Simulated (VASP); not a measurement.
The system is Ga2SnO3.

```xyz
6
Lattice="5.7277 0.0000 0.0000 -2.8639 4.9603 0.0000 0.0000 0.0000 3.1761" Properties=species:S:1:pos:R:3 pbc="T T T"
Ga    0.0000    3.3069    0.0000
Ga    2.8639    1.6534    0.0000
Sn    0.0000    0.0000    0.0000
O     2.8639    0.0000    1.5880
O     1.4319    2.4802    1.5880
O    -1.4319    2.4802    1.5880
```

| Quantity | Value |
| --- | --- |
| Program | VASP 6.6.1 |
| Task | relaxation of cell and atoms |
| Functional | PBE |
| Potentials or basis | VASP PAW PBE potentials, release 64 (Ga_d, Sn_d, O) |
| Cutoff | 600 eV |
| k mesh | 6 × 6 × 6 |
| Occupations | gaussian, width 0.1 eV |
| Spin | no spin polarisation |

At the start: pressure -12.8 GPa; volume 15.04 Å³/atom.

Question: Where does the relaxation end?

Answer: Over 7 steps the energy falls by 180.7 meV/atom and the volume is 13.06 Å³/atom (-13.2 %); space group P6/mmm (No. 191, to 0.05 Å).

Step by step:
| step | energy change (eV) | largest force (eV/Å) | pressure (GPa) | volume (Å³) |
| --- | --- | --- | --- | --- |
| 1 | 0.0000 | 0.0000 | -12.78 | 90.24 |
| 2 | -1.0093 | 0.0000 | 5.85 | 75.07 |
| 3 | -1.0807 | 0.0000 | 0.98 | 77.66 |
| 4 | -1.0808 | 0.0000 | 0.53 | 77.90 |
| 5 | -1.0838 | 0.0000 | -0.16 | 78.47 |
| 6 | -1.0839 | 0.0000 | -0.23 | 78.52 |
| 7 | -1.0840 | 0.0000 | 0.13 | 78.34 |

Final structure:
```cif
data_structure
_symmetry_space_group_name_H-M 'P 1'
_symmetry_Int_Tables_number 1
_cell_length_a 5.6632
_cell_length_b 5.6632
_cell_length_c 2.8204
_cell_angle_alpha 90.000
_cell_angle_beta 90.000
_cell_angle_gamma 120.000
_cell_volume 78.34
loop_
_atom_site_label
_atom_site_type_symbol
_atom_site_fract_x
_atom_site_fract_y
_atom_site_fract_z
_atom_site_occupancy
Ga1 Ga 0.33333 0.66667 0.00000 1
Ga2 Ga 0.66667 0.33333 0.00000 1
Sn1 Sn 0.00000 0.00000 0.00000 1
O1 O 0.50000 0.00000 0.50000 1
O2 O 0.50000 0.50000 0.50000 1
O3 O 0.00000 0.50000 0.50000 1
```
